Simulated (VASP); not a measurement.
# BaF2 (Fm-3m) in VASP: further runs

Runs on BaF2. Level: LDA. Tasks: single point.

Everything below comes from runs of VASP 6.6.1. Logs are shortened: lines on timing, memory, paths and dates and some standing lists are left out, and cuts for length are marked.

## Step 1: The cell of the first run

Symmetry: Fm-3m, No. 225, cubic system. The conventional cell has a = 6.221 Å, b = 6.221 Å, c = 6.221 Å, α = 90.00°, β = 90.00°, γ = 90.00°. Ba (site symmetry m-3m) has 8 F at 2.69 Å within 3.6 Å. F (site symmetry -43m) has 4 Ba at 2.69 Å and 6 F at 3.11 Å within 3.6 Å.

## Step 2: Single point, LDA (volume scaled by 1.01)

INCAR reads:

```
PREC     = Accurate       # precision mode
ENCUT    = 600            # plane-wave cutoff, eV
EDIFF    = 1E-6           # SCF threshold, eV
ISMEAR   = -1             # smearing method
SIGMA    = 0.01           # smearing width, eV
LREAL    = F              # projectors in reciprocal space
LASPH    = T              # aspherical terms in the spheres
NELM     = 120            # most SCF steps
ALGO     = Normal         # electronic algorithm
ISIF     = 2              # what is computed and relaxed
LWAVE    = F              # write WAVECAR
LCHARG   = F              # write CHGCAR
NBANDS   = 19             # bands
GGA_COMPAT= F
```

KPOINTS reads:

```
Automatic mesh
0
Gamma
  8 8 8
```

POSCAR reads:

```
BaF2
1.0
    0.0000000000      3.1103492451      3.1103492451
    3.1103492451      0.0000000000      3.1103492451
    3.1103492451      3.1103492451      0.0000000000
Ba F
1 2
Direct
    0.0000000000      0.0000000000      0.0000000000
    0.2500000000      0.2500000000      0.2500000000
    0.7500000000      0.7500000000      0.7500000000
```

Potentials or basis: VASP PAW LDA potentials, release 64 (Ba_sv, F).

Started as:

```sh
> cat potpaw_LDA.64/Ba_sv/POTCAR potpaw_LDA.64/F/POTCAR > POTCAR
> mpirun -np 1 vasp_std > vasp.out
```

OUTCAR:

```text
PREC = Accurate
   ENCUT = 600
   EDIFF = 1E-6
   ISMEAR = -1
   LREAL = F
   LASPH = T
   NELM = 120
   ISIF = 2

 ion  position               nearest neighbor table
   1  0.000  0.000  0.000-   3 2.69   3 2.69   3 2.69   2 2.69   3 2.69   2 2.69   2 2.69   2 2.69

   2  0.250  0.250  0.250-   1 2.69   1 2.69   1 2.69   1 2.69
   3  0.750  0.750  0.750-   1 2.69   1 2.69   1 2.69   1 2.69

  LATTYP: Found a face centered cubic cell.
 ALAT       =     6.2206984902

  Lattice vectors:

 A1 = (   0.0000000000,   3.1103492451,   3.1103492451)
 A2 = (   3.1103492451,   0.0000000000,   3.1103492451)
 A3 = (   3.1103492451,   3.1103492451,   0.0000000000)

Analysis of symmetry for initial positions (statically):
=====================================================================
 Subroutine PRICEL returns:
 Original cell was already a primitive cell.

 Routine SETGRP: Setting up the symmetry group for a
 face centered cubic supercell.

 Subroutine GETGRP returns: Found 48 space group operations
 (whereof 48 operations were pure point group operations)
 out of a pool of 48 trial point group operations.

The static configuration has the point symmetry O_h .

Analysis of symmetry for dynamics (positions and initial velocities):
=====================================================================
 Subroutine PRICEL returns:
 Original cell was already a primitive cell.

 Routine SETGRP: Setting up the symmetry group for a
 face centered cubic supercell.

 Subroutine GETGRP returns: Found 48 space group operations
 (whereof 48 operations were pure point group operations)
 out of a pool of 48 trial point group operations.

The dynamic configuration has the point symmetry O_h .

 Subroutine INISYM returns: Found 48 space group operations
 (whereof 48 operations are pure point group operations),
 and found     1 'primitive' translations

----------------------------------------------------------------------------------------

                                     Primitive cell

  volume of cell :      60.1807

  direct lattice vectors                    reciprocal lattice vectors
     0.000000000  3.110349245  3.110349245    -0.160753652  0.160753652  0.160753652
     3.110349245  0.000000000  3.110349245     0.160753652 -0.160753652  0.160753652
     3.110349245  3.110349245  0.000000000     0.160753652  0.160753652 -0.160753652

  length of vectors
     4.398698086  4.398698086  4.398698086     0.278433493  0.278433493  0.278433493

  position of ions in fractional coordinates (direct lattice)
     0.000000000  0.000000000  0.000000000
     0.250000000  0.250000000  0.250000000
     0.750000000  0.750000000  0.750000000

  ion indices of the primitive-cell ions
   primitive index   ion index
                 1           1
                 2           2
                 3           3

----------------------------------------------------------------------------------------

 KPOINTS: Automatic mesh

Automatic generation of k-mesh.
 Grid dimensions read from file:
 generate k-points for:    8    8    8

 Generating k-lattice:

  Cartesian coordinates                     Fractional coordinates (reciprocal lattice)
    -0.020094206  0.020094206  0.020094206     0.125000000  0.000000000  0.000000000
     0.020094206 -0.020094206  0.020094206     0.000000000  0.125000000  0.000000000
     0.020094206  0.020094206 -0.020094206     0.000000000  0.000000000  0.125000000

  Length of vectors
     0.034804187  0.034804187  0.034804187

  Shift w.r.t. Gamma in fractional coordinates (k-lattice)
     0.000000000  0.000000000  0.000000000

 Subroutine IBZKPT returns following result:
 ===========================================

 Found     29 irreducible k-points:

 Following reciprocal coordinates:
            Coordinates               Weight
  0.000000  0.000000  0.000000      1.000000
  0.125000  0.000000  0.000000      8.000000
  0.250000  0.000000  0.000000      8.000000
  0.375000  0.000000  0.000000      8.000000
  0.500000  0.000000  0.000000      4.000000
  0.125000  0.125000  0.000000      6.000000
[... 16 lines left out ...]
  0.500000  0.250000  0.125000     48.000000
 -0.375000  0.250000  0.125000     24.000000
 [... further k-points ...]
   k-points           NKPTS =     29   k-points in BZ     NKDIM =     29   number of bands    NBANDS=     19
   number of dos      NEDOS =    301   number of ions     NIONS =      3
   total plane-waves  NPLWV =  46656
   dimension x,y,z NGX =    36 NGY =   36 NGZ =   36
   dimension x,y,z NGXF=    72 NGYF=   72 NGZF=   72
   ions per type =               1   2
   NGX,Y,Z   is equivalent  to a cutoff of  13.61, 13.61, 13.61 a.u.
   NGXF,Y,Z  is equivalent  to a cutoff of  27.21, 27.21, 27.21 a.u.
 SYSTEM =  unknown system
   PREC   = accura    normal or accurate (medium, high low for compatibility)
   ISTART =      0    job   : 0-new  1-cont  2-samecut
   ICHARG =      2    charge: 1-file 2-atom 10-const
   ISPIN  =      1    spin polarized calculation?
   LNONCOLLINEAR =      F non collinear calculations
   LSORBIT =      F    spin-orbit coupling
   LASPH  =      T    aspherical Exc in radial PAW
   ENCUT  =  600.0 eV  44.10 Ry    6.64 a.u.   8.79  8.79  8.79*2*pi/ulx,y,z
   NELM   =    120;   NELMIN=  2; NELMDL= -5     # of ELM steps
   EDIFF  = 0.1E-05   stopping-criterion for ELM
   LREAL  =      F    real-space projection
   EDIFFG = 0.1E-04   stopping-criterion for IOM
   NSW    =      0    number of steps for IOM
   IBRION =     -1    ionic relax: 0-MD 1-quasi-New 2-CG
   NFREE  =      0    steps in history (QN), initial steepest desc. (CG)
   ISIF   =      2    stress and relaxation
   ISYM   =      2    0-nonsym 1-usesym 2-fastsym
   POTIM  = 0.5000    time-step for ionic-motion
   TEBEG  =    0.0;   TEEND  =   0.0 temperature during run
   PSTRESS=    0.0 pullay stress
   NELECT =      24.0000    total number of electrons
   NUPDOWN=      -1.0000    fix difference up-down
   EMIN   =  10.00;   EMAX   =-10.00  energy-range for DOS
   EFERMI =   0.00;   METHOD = LEGACY
   ISMEAR =    -1;   SIGMA  =   0.01  broadening in eV -4-tet -1-fermi 0-gaus
   EFERMI_NEDOS =   21; number of points for ismear=-14 and -15
   IALGO  =     38    algorithm
   IMIX   =      4    mixing-type and parameters
     AMIX     =   0.40;   BMIX     =  1.00
     AMIX_MAG =   1.60;   BMIX_MAG =  1.00
  volume/ion in A,a.u.               =      20.06       135.37
  Fermi-wavevector in a.u.,A,eV,Ry     =   1.205016  2.277150 19.756519  1.452063
  Thomas-Fermi vector in A             =   2.340724
   LORBIT       =      0    0 simple, 1 ext, 2 COOP (PROOUT), +10 PAW based schemes
   GGA     = CA    functional components
   LHFCALC =     F    Hartree Fock is set to
   AEXX    =    0.0000 exact exchange contribution
   IVDW    =     0    specifies the selected vdW correction
   LEPSILON=     F    determine dielectric tensor
   LRPA    =     F    only Hartree local field effects (RPA)
 non-spin polarized calculation
  energy-cutoff  :      600.00
  volume of cell :       60.18
 maximum number of plane-waves:      2044
   NGX = 17   NGY = 17   NGZ = 17

 number of electron      24.0000008 magnetization

 Free energy of the ion-electron system (eV)
  ---------------------------------------------------
  ext. energy  EPLUGINS =         0.00000000
  ---------------------------------------------------
  free energy    TOTEN  =       -18.58647186 eV

  energy without entropy =      -18.58647186  energy(sigma->0) =      -18.58647186

 E-fermi :  -2.2604     XC(G=0):  -9.2884

 val. band max:       -2.5063227517   @ k =  -0.2500   0.2500   0.0000
 cond. band min:       3.8419496006   @ k =   0.0000   0.0000   0.0000
 fundamental gap:      6.3482723523
 Fermi energy:        -2.2603904326

 k-point     1 :       0.0000    0.0000    0.0000
  band No.  band energies     occupation
      1     -25.4486      2.00000
      2     -20.9882      2.00000
      3     -20.9707      2.00000
      4     -10.3296      2.00000
      5     -10.3296      2.00000
      6     -10.3296      2.00000
[... 11 lines left out ...]
     18       8.7328      0.00000
     19      12.4932      0.00000

 k-point     2 :       0.1250    0.0000    0.0000
  band No.  band energies     occupation
      1     -25.4207      2.00000
      2     -21.0101      2.00000
      3     -21.0005      2.00000
      4     -10.3589      2.00000
      5     -10.3547      2.00000
      6     -10.3547      2.00000
[... 11 lines left out ...]
     18       8.7487      0.00000
     19      11.8193      0.00000

 k-point     3 :       0.2500    0.0000    0.0000
  band No.  band energies     occupation
      1     -25.3514      2.00000
      2     -21.1035      2.00000
      3     -21.0341      2.00000
      4     -10.4218      2.00000
      5     -10.4136      2.00000
      6     -10.4136      2.00000
[... 11 lines left out ...]
     18       8.8071      0.00000
     19      10.8278      0.00000

 k-point     4 :       0.3750    0.0000    0.0000
  band No.  band energies     occupation
      1     -25.2787      2.00000
      2     -21.2026      2.00000
      3     -21.0659      2.00000
      4     -10.4754      2.00000
      5     -10.4702      2.00000
      6     -10.4702      2.00000
[... 11 lines left out ...]
     18       8.9021      0.00000
     19      10.6905      0.00000

 k-point     5 :       0.5000    0.0000    0.0000
  band No.  band energies     occupation
      1     -25.2475      2.00000
      2     -21.2452      2.00000
      3     -21.0788      2.00000
      4     -10.4952      2.00000
      5     -10.4930      2.00000
      6     -10.4930      2.00000
[... 11 lines left out ...]
     18       8.9565      0.00000
     19      11.0766      0.00000

 k-point     6 :       0.1250    0.1250    0.0000
  band No.  band energies     occupation
      1     -25.4114      2.00000
      2     -21.0200      2.00000
      3     -21.0077      2.00000
      4     -10.3934      2.00000
      5     -10.3934      2.00000
      6     -10.3077      2.00000
[... 11 lines left out ...]
     18       8.7962      0.00000
     19      12.4668      0.00000

 k-point     7 :       0.2500    0.1250    0.0000
  band No.  band energies     occupation
      1     -25.3557      2.00000
      2     -21.0910      2.00000
      3     -21.0385      2.00000
      4     -10.4619      2.00000
      5     -10.4610      2.00000
      6     -10.3174      2.00000
[... 11 lines left out ...]
     18       8.8803      0.00000
     19      11.4587      0.00000

 k-point     8 :       0.3750    0.1250    0.0000
  band No.  band energies     occupation
      1     -25.2835      2.00000
      2     -21.1813      2.00000
      3     -21.0785      2.00000
      4     -10.5178      2.00000
      5     -10.5168      2.00000
      6     -10.3753      2.00000
[... 256 lines left out ...]
 k-point    20 :      -0.3750    0.3750    0.0000
  band No.  band energies     occupation
      1     -25.1833      2.00000
      2     -21.2671      2.00000
      3     -21.1680      2.00000
      4     -10.6648      2.00000
      5     -10.6576      2.00000
      6     -10.3044      2.00000
[... 11 lines left out ...]
     18      10.9162      0.00000
     19      11.8771      0.00000

 k-point    21 :       0.5000    0.5000    0.0000
  band No.  band energies     occupation
      1     -25.1773      2.00000
      2     -21.3239      2.00000
      3     -21.1186      2.00000
      4     -10.7334      2.00000
      5     -10.7334      2.00000
      6     -10.1606      2.00000
[... 11 lines left out ...]
     18       9.9943      0.00000
     19      12.0471      0.00000

 k-point    22 :       0.3750    0.2500    0.1250
  band No.  band energies     occupation
      1     -25.2981      2.00000
      2     -21.1537      2.00000
      3     -21.0795      2.00000
      4     -10.5320      2.00000
      5     -10.5218      2.00000
      6     -10.3254      2.00000
[... 11 lines left out ...]
     18       9.1528      0.00000
     19      11.4544      0.00000

 k-point    23 :       0.5000    0.2500    0.1250
  band No.  band energies     occupation
      1     -25.2383      2.00000
      2     -21.2108      2.00000
      3     -21.1291      2.00000
      4     -10.5991      2.00000
      5     -10.5238      2.00000
      6     -10.3896      2.00000
[... 11 lines left out ...]
     18       9.5792      0.00000
     19      11.1556      0.00000

 k-point    24 :      -0.3750    0.2500    0.1250
  band No.  band energies     occupation
      1     -25.2128      2.00000
      2     -21.2342      2.00000
      3     -21.1507      2.00000
      4     -10.6260      2.00000
      5     -10.4702      2.00000
      6     -10.4699      2.00000
[... 11 lines left out ...]
     18       9.8188      0.00000
     19      11.0502      0.00000

 [... further k-points ...]
[... 5 lines left out ...]
  --------------------------------------------------------------------------------------
  -------------------------------------------------------------------------------------
  Total       -1.4988250     -1.4988250     -1.4988250     -0.0000000      0.0000000      0.0000000
  in kB      -39.9028615    -39.9028615    -39.9028615     -0.0000000      0.0000000      0.0000000
  external PRESSURE =     -39.9028615 kB  Pullay stress =       0.0000000 kB

 VOLUME and BASIS-vectors are now :
 -----------------------------------------------------------------------------
  energy-cutoff  :      600.00
  volume of cell :       60.18
      direct lattice vectors                 reciprocal lattice vectors
     0.000000000  3.110349245  3.110349245    -0.160753652  0.160753652  0.160753652
     3.110349245  0.000000000  3.110349245     0.160753652 -0.160753652  0.160753652
     3.110349245  3.110349245  0.000000000     0.160753652  0.160753652 -0.160753652

 POSITION                                       TOTAL-FORCE (eV/Angst)
 -----------------------------------------------------------------------------------
      0.00000      0.00000      0.00000         0.000000     -0.000000      0.000000
      1.55517      1.55517      1.55517         0.000000     -0.000000     -0.000000
      4.66552      4.66552      4.66552        -0.000000      0.000000      0.000000
 -----------------------------------------------------------------------------------
    total drift:                                0.000000      0.000000      0.000000

  FREE ENERGIE OF THE ION-ELECTRON SYSTEM (eV)
  ---------------------------------------------------
  free  energy   TOTEN  =       -18.5864718625 eV

  energy  without entropy=      -18.5864718625  energy(sigma->0) =      -18.58647186
```

Run time: 42 s. Hardware: 1 thread of Intel Xeon Platinum 8259CL at 2.50GHz (Skylake/Cascade Lake), shared host; peak memory 0.19 GiB.

What came out:

```yaml
Free_energy: -18.5865 eV
Pressure: -4.0 GPa
Band_gap_on_the_k_mesh: 6.35 eV, indirect (least direct gap 6.43 eV)
```

Caveat: spin-orbit coupling is left out, which moves the levels of the heavy elements. A k mesh can miss the band edges.

## Step 3: Single point, LDA (volume scaled by 1.04)

INCAR reads:

```
SYSTEM = BaF2
PREC = Accurate
ENCUT = 600
EDIFF = 1E-6
ISMEAR = -1
SIGMA = 0.01
LREAL = .FALSE.
LASPH = .TRUE.
NELM = 120
ALGO = Normal
ISIF = 2
LWAVE = .FALSE.
LCHARG = .FALSE.
NBANDS = 19
GGA_COMPAT = .FALSE.
```

KPOINTS reads:

```
Automatic mesh
0
G
  8 8 8
  0 0 0
```

POSCAR reads:

```
BaF2
1.0
    0.0000000000      3.1408448098      3.1408448098
    3.1408448098      0.0000000000      3.1408448098
    3.1408448098      3.1408448098      0.0000000000
Ba F
1 2
Direct
    0.0000000000      0.0000000000      0.0000000000
    0.2500000000      0.2500000000      0.2500000000
    0.7500000000      0.7500000000      0.7500000000
```

Potentials or basis: VASP PAW LDA potentials, release 64 (Ba_sv, F).

Started as:

```sh
> cat potpaw_LDA.64/Ba_sv/POTCAR potpaw_LDA.64/F/POTCAR > POTCAR
> mpirun -np 1 vasp_std > vasp.out
```

Wall time 29 s (1 thread of Intel Xeon Platinum 8259CL at 2.50GHz (Skylake/Cascade Lake), shared host); peak memory 0.18 GiB.

The run converged. Its results:

```
Free energy            : -18.5370 eV
Pressure               : -5.4 GPa
Band gap on the k mesh : 6.23 eV, indirect (least direct gap 6.30 eV)
```

Levels at points of the mesh, in eV from the valence-band top:
```csv
k point,band 9,band 10,band 11,band 12,band 13,band 14,band 15,band 16
"(0.00, 0.00, 0.00)",-1.43,-0.07,-0.07,-0.07,6.23,8.93,8.93,11.01
"(0.50, 0.00, 0.00)",-0.65,-0.35,-0.17,-0.17,8.71,8.90,8.90,9.23
"(0.50, 0.50, 0.00)",-0.35,-0.32,-0.32,-0.10,6.93,8.69,10.41,11.63
```

Caveat: spin-orbit coupling is left out, which moves the levels of the heavy elements. A k mesh can miss the band edges.

## Step 4: Single point, LDA (volume scaled by 0.96)

INCAR reads:

```
ALGO = Normal
EDIFF = 1E-6
ENCUT = 600
GGA = CA
GGA_COMPAT = F
ISIF = 2
ISMEAR = -1
LASPH = T
LCHARG = T
LELF = T
LREAL = F
LVHAR = T
LWAVE = F
NBANDS = 19
NELM = 120
PREC = Accurate
SIGMA = 0.01
```

KPOINTS reads:

```
k-points
0
Gamma
  8 8 8
```

POSCAR reads:

```
BaF2
1.0
    0.0000000000      3.0581522964      3.0581522964
    3.0581522964      0.0000000000      3.0581522964
    3.0581522964      3.0581522964      0.0000000000
Ba F
1 2
Direct
    0.0000000000      0.0000000000      0.0000000000
    0.2500000000      0.2500000000      0.2500000000
    0.7500000000      0.7500000000      0.7500000000
```

Started as:

```sh
> cat potpaw_LDA.64/Ba_sv/POTCAR potpaw_LDA.64/F/POTCAR > POTCAR
> mpirun -np 1 vasp_std > vasp.out
```

Run time: 19 s. Hardware: 1 thread of Intel Xeon Platinum 8488C (Sapphire Rapids), shared host; peak memory 0.18 GiB.

It converged, with:

```yaml
Free_energy: -18.6288 eV
Pressure: -1.0 GPa
Band_gap_on_the_k_mesh: 6.55 eV, indirect (least direct gap 6.67 eV)
```

Levels at points of the mesh, in eV from the valence-band top:
```
           k point  band 9  band 10  band 11  band 12  band 13  band 14  band 15  band 16
(0.00, 0.00, 0.00)   -1.69    -0.11    -0.11    -0.11     6.55     9.21     9.21    11.64
(0.50, 0.00, 0.00)   -0.76    -0.37    -0.18    -0.18     9.18     9.21     9.21     9.51
(0.50, 0.50, 0.00)   -0.44    -0.31    -0.31    -0.19     7.05     9.08    10.89    12.26
```

Caveat: spin-orbit coupling is left out, which moves the levels of the heavy elements. A k mesh can miss the band edges.

(Continued in part 2 of 2.)
